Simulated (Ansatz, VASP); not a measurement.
**Se: VASP beside Ansatz**

File INCAR:

```
SYSTEM = Se
PREC = Accurate ; ENCUT = 520
EDIFF = 1E-6 ; ISMEAR = -1
SIGMA = 0.01 ; LREAL = .FALSE.
LASPH = .TRUE. ; NELM = 100
ALGO = Normal ; ISIF = 2
LWAVE = .FALSE. ; LCHARG = .TRUE.
GGA = PS ; LELF = .TRUE.
LVHAR = .TRUE. ; NBANDS = 27
```

Contents of KPOINTS:

```
regular mesh
0
G
  6 6 6
  0 0 0
```

File POSCAR:

```
Se
1.0
    5.7047811459      3.3157134488      1.5211346333
   -5.6572185779      3.2589034502      1.4643246347
   -0.0254176180     -6.5524719491      1.4435307320
Se
6
Direct
    0.2806600000      0.1625100000      0.9181800000
    0.9181800000      0.2806600000      0.1625100000
    0.1625100000      0.9181800000      0.2806600000
    0.7193400000      0.8374900000      0.0818200000
    0.0818200000      0.7193400000      0.8374900000
    0.8374900000      0.0818200000      0.7193400000
```

Input for Ansatz:

```yaml
crystal:
  lattice:
    - [5.7047811459, 3.3157134488, 1.5211346333]
    - [-5.6572185779, 3.2589034502, 1.4643246347]
    - [-0.025417618, -6.5524719491, 1.443530732]
  atoms:
    - { symbol: Se, position: [0.28066, 0.16251, 0.91818] }
    - { symbol: Se, position: [0.91818, 0.28066, 0.16251] }
    - { symbol: Se, position: [0.16251, 0.91818, 0.28066] }
    - { symbol: Se, position: [0.71934, 0.83749, 0.08182] }
    - { symbol: Se, position: [0.08182, 0.71934, 0.83749] }
    - { symbol: Se, position: [0.83749, 0.08182, 0.71934] }
kpoints:
  mp_grid: { grid: [6, 6, 6] }
  band_path:
    path:
      - [0.0, 0.0, 0.0]
      - [-0.5, 0.0, 0.0]
      - [-0.5, 0.0, 0.5]
      - [0.0, 0.0, 0.0]
      - [-0.5, 0.5, 0.0]
      - [0.5, 0.5, -0.5]
      - [0.0, 0.0, 0.0]
      - [0.0, 0.5, -0.5]
      - [0.0, 0.5, 0.0]
    npoints: 5
scf:
  occupations: { method: fermi_dirac, width: 0.01 }
hamiltonian:
  xc: pbesol
  pseudopotentials: { kind: all_electron, lapw: { basis_error: 0.001 } }
output:
  forces: true
  stress: true
  eigenvalues: true
```

Change from the starting cell: equal xy, yz and zx shear strains of +1 %.

Alike in both runs: task single point; functional PBEsol; k mesh 6 × 6 × 6; occupations fermi-dirac, width 0.01 eV; no spin polarisation.

```csv
,VASP,Ansatz
version,VASP 6.6.1,Ansatz 0.2.0
potentials or method,"VASP PAW PBE potentials, release 64 (Se), cutoff 520 eV","all-electron LAPW, scalar-relativistic"
```

|  | VASP | Ansatz | Ansatz less VASP |
| --- | --- | --- | --- |
| gap on the k mesh at the Fermi level (eV) | 1.09 | 1.11 | +0.012 |
| pressure (GPa) | 0.3 | 0.1 | -0.20 |
| traceless stress, the component that is largest in VASP (GPa) | -0.44 | -0.44 | +0.007 |
| rms of the force components (eV/Å) | 0.239 | 0.209 | -0.0297 |

VASP's potentials were made for PBE, not for PBEsol. Atom by atom the forces differ by 0.033 eV/Å (rms over components). Ansatz ran all-electron here, and VASP with PAW potentials.
